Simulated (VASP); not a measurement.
# F (P-1) in VASP: single point with PBE+D3(BJ)

Aim: the single point of F with PBE+D3(BJ).

Everything below comes from runs of VASP 6.6.1. Logs are shortened: lines on timing, memory, paths and dates and some standing lists are left out, and cuts for length are marked.

**1. The cell of the first run**

The typed cell holds 8 atoms: a = 3.540 Å, b = 6.472 Å, c = 6.324 Å, α = 91.50°, β = 92.39°, γ = 91.53°.

**2. Single point, PBE+D3(BJ)**

INCAR

```
SYSTEM = F
PREC = Accurate
ENCUT = 520
EDIFF = 1E-6
ISMEAR = 0
SIGMA = 0.02
LREAL = .FALSE.
LASPH = .TRUE.
NELM = 100
ALGO = Normal
ISIF = 2
LWAVE = .FALSE.
LCHARG = .TRUE.
GGA = PE
IVDW = 12
LELF = .TRUE.
LVHAR = .TRUE.
NBANDS = 38
```

KPOINTS

```
Automatic mesh
0
G
  6 4 4
  0 0 0
```

POSCAR

```
F
1.0
    3.5397894843     -0.0378713049     -0.0481401911
   -0.1034254273      6.4709935591     -0.0067412287
   -0.1796997781     -0.1623270122      6.3192907862
F
8
Direct
    0.6046374952      0.6475383700      0.8353756807
    0.0536192710      0.7319153938      0.2352689230
    0.1027528129      0.0696605817      0.7427867188
    0.5691565296      0.2999015348      0.3609672764
    0.4308434704      0.7000984652      0.6390327236
    0.8972471871      0.9303394183      0.2572132812
    0.9463807290      0.2680846062      0.7647310770
    0.3953625048      0.3524616300      0.1646243193
```

Potentials or basis: VASP PAW PBE potentials, release 64 (F).

Run with:

```sh
cat potpaw_PBE.64/F/POTCAR > POTCAR
mpirun -np 1 vasp_std > vasp.out
```

OUTCAR:

```text
SYSTEM = F
   PREC = Accurate
   ENCUT = 520
   EDIFF = 1E-6
   ISMEAR = 0
   LREAL = .FALSE.
   LASPH = .TRUE.
   NELM = 100
   ISIF = 2
   GGA = PE
   IVDW = 12
 IVDW          = 12

 ion  position               nearest neighbor table
   1  0.605  0.648  0.835-   5 1.42
   2  0.054  0.732  0.235-   6 1.42
   3  0.103  0.070  0.743-   7 1.42
   4  0.569  0.300  0.361-   8 1.42
   5  0.431  0.700  0.639-   1 1.42
   6  0.897  0.930  0.257-   2 1.42
   7  0.946  0.268  0.765-   3 1.42
   8  0.395  0.352  0.165-   4 1.42

  LATTYP: Found a triclinic cell.
 ALAT       =     9.1665391851
 B/A-ratio  =     0.7060269320
 C/A-ratio  =     0.8045835786
 COS(alpha) =     0.0097124247
 COS(beta)  =     0.6122258506
 COS(gamma) =     0.7241381054

  Lattice vectors:

 A1 = (   0.0762743508,   6.6333205713,  -6.3260320149)
 A2 = (  -0.1034254273,   6.4709935591,  -0.0067412287)
 A3 = (   3.7194892624,   0.1244557073,  -6.3674309773)

Analysis of symmetry for initial positions (statically):
=====================================================================
 Subroutine PRICEL returns:
 Original cell was already a primitive cell.

 Routine SETGRP: Setting up the symmetry group for a
 triclinic supercell.

 Subroutine GETGRP returns: Found  2 space group operations
 (whereof  2 operations were pure point group operations)
 out of a pool of  2 trial point group operations.

The static configuration has the point symmetry S_2 .

Analysis of symmetry for dynamics (positions and initial velocities):
=====================================================================
 Subroutine PRICEL returns:
 Original cell was already a primitive cell.

 Routine SETGRP: Setting up the symmetry group for a
 triclinic supercell.

 Subroutine GETGRP returns: Found  2 space group operations
 (whereof  2 operations were pure point group operations)
 out of a pool of  2 trial point group operations.

The dynamic configuration has the point symmetry S_2 .

 Subroutine INISYM returns: Found  2 space group operations
 (whereof  2 operations are pure point group operations),
 and found     1 'primitive' translations

----------------------------------------------------------------------------------------

                                     Primitive cell

  volume of cell :     144.6639

  direct lattice vectors                    reciprocal lattice vectors
     3.539789484 -0.037871305 -0.048140191     0.282661996  0.004526261  0.008154243
    -0.103425427  6.470993559 -0.006741229     0.001708334  0.154567265  0.004019032
    -0.179699778 -0.162327012  6.319290786     0.002155134  0.000199369  0.158312012

  length of vectors
     3.540319379  6.471823538  6.323929009     0.282815811  0.154628945  0.158326806

  position of ions in fractional coordinates (direct lattice)
     0.604637495  0.647538370  0.835375681
     0.053619271  0.731915394  0.235268923
     0.102752813  0.069660582  0.742786719
     0.569156530  0.299901535  0.360967276
     0.430843470  0.700098465  0.639032724
     0.897247187  0.930339418  0.257213281
     0.946380729  0.268084606  0.764731077
     0.395362505  0.352461630  0.164624319

  ion indices of the primitive-cell ions
   primitive index   ion index
                 1           1
                 2           2
                 3           3
                 4           4
                 5           5
                 6           6
                 7           7
                 8           8

----------------------------------------------------------------------------------------

 KPOINTS: Automatic mesh

Automatic generation of k-mesh.
 Grid dimensions read from file:
 generate k-points for:    6    4    4

 Generating k-lattice:

  Cartesian coordinates                     Fractional coordinates (reciprocal lattice)
     0.047110333  0.000754377  0.001359040     0.166666667 -0.000000000  0.000000000
     0.000427083  0.038641816  0.001004758     0.000000000  0.250000000 -0.000000000
     0.000538784  0.000049842  0.039578003     0.000000000  0.000000000  0.250000000

  Length of vectors
     0.047135968  0.038657236  0.039581702

  Shift w.r.t. Gamma in fractional coordinates (k-lattice)
     0.000000000  0.000000000  0.000000000

 Subroutine IBZKPT returns following result:
 ===========================================

 Found     52 irreducible k-points:

 Following reciprocal coordinates:
            Coordinates               Weight
  0.000000  0.000000  0.000000      1.000000
  0.166667 -0.000000  0.000000      2.000000
  0.333333 -0.000000  0.000000      2.000000
  0.500000 -0.000000 -0.000000      1.000000
  0.000000  0.250000  0.000000      2.000000
  0.166667  0.250000  0.000000      2.000000
[... 16 lines left out ...]
  0.333333  0.250000  0.250000      2.000000
  0.500000  0.250000  0.250000      2.000000
 [... further k-points ...]
   k-points           NKPTS =     52   k-points in BZ     NKDIM =     52   number of bands    NBANDS=     38
   number of dos      NEDOS =    301   number of ions     NIONS =      8
   total plane-waves  NPLWV =  64512
   dimension x,y,z NGX =    28 NGY =   48 NGZ =   48
   dimension x,y,z NGXF=    56 NGYF=   96 NGZF=   96
   ions per type =               8
   NGX,Y,Z   is equivalent  to a cutoff of  13.15, 12.33, 12.62 a.u.
   NGXF,Y,Z  is equivalent  to a cutoff of  26.30, 24.66, 25.24 a.u.
 SYSTEM =  F
   PREC   = accura    normal or accurate (medium, high low for compatibility)
   ISTART =      0    job   : 0-new  1-cont  2-samecut
   ICHARG =      2    charge: 1-file 2-atom 10-const
   ISPIN  =      1    spin polarized calculation?
   LNONCOLLINEAR =      F non collinear calculations
   LSORBIT =      F    spin-orbit coupling
   LASPH  =      T    aspherical Exc in radial PAW
   ENCUT  =  520.0 eV  38.22 Ry    6.18 a.u.   6.58 12.03 11.76*2*pi/ulx,y,z
   NELM   =    100;   NELMIN=  2; NELMDL= -5     # of ELM steps
   EDIFF  = 0.1E-05   stopping-criterion for ELM
   LREAL  =      F    real-space projection
   EDIFFG = 0.1E-04   stopping-criterion for IOM
   NSW    =      0    number of steps for IOM
   IBRION =     -1    ionic relax: 0-MD 1-quasi-New 2-CG
   NFREE  =      0    steps in history (QN), initial steepest desc. (CG)
   ISIF   =      2    stress and relaxation
   ISYM   =      2    0-nonsym 1-usesym 2-fastsym
   POTIM  = 0.5000    time-step for ionic-motion
   TEBEG  =    0.0;   TEEND  =   0.0 temperature during run
   PSTRESS=    0.0 pullay stress
   NELECT =      56.0000    total number of electrons
   NUPDOWN=      -1.0000    fix difference up-down
   EMIN   =  10.00;   EMAX   =-10.00  energy-range for DOS
   EFERMI =   0.00;   METHOD = LEGACY
   ISMEAR =     0;   SIGMA  =   0.02  broadening in eV -4-tet -1-fermi 0-gaus
   EFERMI_NEDOS =   21; number of points for ismear=-14 and -15
   IALGO  =     38    algorithm
   IMIX   =      4    mixing-type and parameters
     AMIX     =   0.40;   BMIX     =  1.00
     AMIX_MAG =   1.60;   BMIX_MAG =  1.00
  volume/ion in A,a.u.               =      18.08       122.03
  Fermi-wavevector in a.u.,A,eV,Ry     =   1.193120  2.254670 19.368370  1.423535
  Thomas-Fermi vector in A             =   2.329142
   LORBIT       =      0    0 simple, 1 ext, 2 COOP (PROOUT), +10 PAW based schemes
   GGA     = PE    functional components
   LHFCALC =     F    Hartree Fock is set to
   AEXX    =    0.0000 exact exchange contribution
   IVDW    =    12    specifies the selected vdW correction
   LEPSILON=     F    determine dielectric tensor
   LRPA    =     F    only Hartree local field effects (RPA)
 non-spin polarized calculation
 Gauss-broadening in eV      SIGMA  =   0.02
  energy-cutoff  :      520.00
  volume of cell :      144.66
 maximum number of plane-waves:      3928
 NGX is ok and might be reduce to    28
   NGX = 13   NGY = 25   NGZ = 23

 number of electron      56.0000028 magnetization

 Free energy of the ion-electron system (eV)
  ---------------------------------------------------
  ext. energy  EPLUGINS =         0.00000000
  ---------------------------------------------------
  free energy    TOTEN  =       -14.61622614 eV

  energy without entropy =      -14.61622614  energy(sigma->0) =      -14.61622614

 E-fermi :  -5.5438     XC(G=0):  -7.0895

 val. band max:       -5.7324836803   @ k =   0.0000  -0.0000   0.5000
 cond. band min:      -2.6384308713   @ k =   0.0000  -0.0000   0.5000
 fundamental gap:      3.0940528090
 Fermi energy:        -5.5437786077

 k-point     1 :       0.0000    0.0000    0.0000
  band No.  band energies     occupation
      1     -30.5460      2.00000
      2     -30.4961      2.00000
      3     -30.3852      2.00000
      4     -30.3732      2.00000
      5     -24.2713      2.00000
      6     -24.2257      2.00000
[... 30 lines left out ...]
     37       6.9378      0.00000
     38       8.8003      0.00000

 k-point     2 :       0.1667   -0.0000    0.0000
  band No.  band energies     occupation
      1     -30.5340      2.00000
      2     -30.4899      2.00000
      3     -30.3788      2.00000
      4     -30.3725      2.00000
      5     -24.2708      2.00000
      6     -24.2192      2.00000
[... 30 lines left out ...]
     37       7.3100      0.00000
     38       8.9972      0.00000

 k-point     3 :       0.3333   -0.0000    0.0000
  band No.  band energies     occupation
      1     -30.5085      2.00000
      2     -30.4778      2.00000
      3     -30.3727      2.00000
      4     -30.3667      2.00000
      5     -24.2656      2.00000
      6     -24.2113      2.00000
[... 30 lines left out ...]
     37       8.2215      0.00000
[... 781 lines left out ...]
 k-point    23 :       0.3333    0.2500    0.2500
  band No.  band energies     occupation
      1     -30.5016      2.00000
      2     -30.4845      2.00000
      3     -30.3736      2.00000
      4     -30.3654      2.00000
      5     -24.2863      2.00000
      6     -24.2246      2.00000
[... 30 lines left out ...]
     37       8.3320      0.00000
     38       9.3326      0.00000

 k-point    24 :       0.5000    0.2500    0.2500
  band No.  band energies     occupation
      1     -30.4915      2.00000
      2     -30.4779      2.00000
      3     -30.3708      2.00000
      4     -30.3598      2.00000
      5     -24.2721      2.00000
      6     -24.2196      2.00000
[... 30 lines left out ...]
     37       8.2530      0.00000
     38       8.6277      0.00000

 [... further k-points ...]

------------------------ aborting loop because EDIFF is reached ----------------------------------------

 Edisp (eV)   -0.20102

 E8    (eV) :    -0.0431

  FORCE on cell =-STRESS in cart. coord.  units (eV):
  Direction    XX          YY          ZZ          XY          YZ          ZX
  --------------------------------------------------------------------------------------
  -------------------------------------------------------------------------------------
  Total      -0.06515     0.52794     0.35263    -0.50242    -0.16539     0.33613
  in kB      -0.72154     5.84697     3.90544    -5.56438    -1.83168     3.72266
  external pressure =        3.01 kB  Pullay stress =        0.00 kB

 VOLUME and BASIS-vectors are now :
 -----------------------------------------------------------------------------
  energy-cutoff  :      520.00
  volume of cell :      144.66
      direct lattice vectors                 reciprocal lattice vectors
     3.539789484 -0.037871305 -0.048140191     0.282661996  0.004526261  0.008154243
    -0.103425427  6.470993559 -0.006741229     0.001708334  0.154567265  0.004019032
    -0.179699778 -0.162327012  6.319290786     0.002155134  0.000199369  0.158312012

 POSITION                                       TOTAL-FORCE (eV/Angst)
 -----------------------------------------------------------------------------------
      1.92320      4.03171      5.24551         0.156657     -0.102311      0.326537
      0.07182      4.69600      1.47922         0.149883     -0.332469     -0.037975
      0.22304      0.32631      4.68847         0.150257     -0.333530     -0.038054
      1.91881      1.86051      2.25164         0.156981     -0.104155      0.326406
      1.33785      4.41028      4.01277        -0.156981      0.104155     -0.326406
      3.03362      5.94449      1.57594        -0.150257      0.333530      0.038054
      3.18484      1.57480      4.78519        -0.149883      0.332469      0.037975
      1.33346      2.23908      1.01890        -0.156657      0.102311     -0.326537
 -----------------------------------------------------------------------------------
    total drift:                               -0.000000     -0.000000      0.000000

  FREE ENERGIE OF THE ION-ELECTRON SYSTEM (eV)
  ---------------------------------------------------
  free  energy   TOTEN  =       -14.8172482063 eV

  energy  without entropy=      -14.8172482063  energy(sigma->0) =      -14.81724821
```

Wall time 4.3 min (1 thread of Oxide Virtual Turin-like, shared host); peak memory 0.32 GiB.

Results:

```
Free energy                : -14.8172 eV
Pressure                   : 0.3 GPa
Largest force              : 0.377 eV/Å
Band gap on the k mesh     : 3.09 eV
Dispersion energy per atom : -0.025 eV
```

Forces in eV/Å, atoms in the order of the input:
```
F    0.157 -0.102  0.327
F    0.150 -0.332 -0.038
F    0.150 -0.334 -0.038
F    0.157 -0.104  0.326
F   -0.157  0.104 -0.326
F   -0.150  0.334  0.038
F   -0.150  0.332  0.038
F   -0.157  0.102 -0.327
```

Levels at points of the mesh, in eV from the valence-band top:
```
           k point  band 25  band 26  band 27  band 28  band 29  band 30  band 31  band 32
(0.00, 0.00, 0.00)    -0.16    -0.15    -0.07    -0.03     3.20     3.33     3.48     3.53
(0.50, 0.00, 0.00)    -0.10    -0.08    -0.06    -0.05     3.27     3.32     3.43     3.47
(0.00, 0.50, 0.00)    -0.16    -0.16    -0.10    -0.08     3.28     3.37     3.40     3.42
(0.50, 0.50, 0.00)    -0.17    -0.07    -0.05    -0.02     3.20     3.27     3.47     3.56
(0.00, 0.00, 0.50)    -0.16    -0.15    -0.09     0.00     3.09     3.35     3.43     3.53
(0.50, 0.00, 0.50)    -0.11    -0.10    -0.07    -0.06     3.30     3.38     3.44     3.45
(0.00, 0.50, 0.50)    -0.17    -0.16    -0.08    -0.07     3.15     3.30     3.44     3.47
(0.50, 0.50, 0.50)    -0.12    -0.08    -0.08    -0.05     3.21     3.33     3.50     3.54
```

A k mesh can miss the band edges.
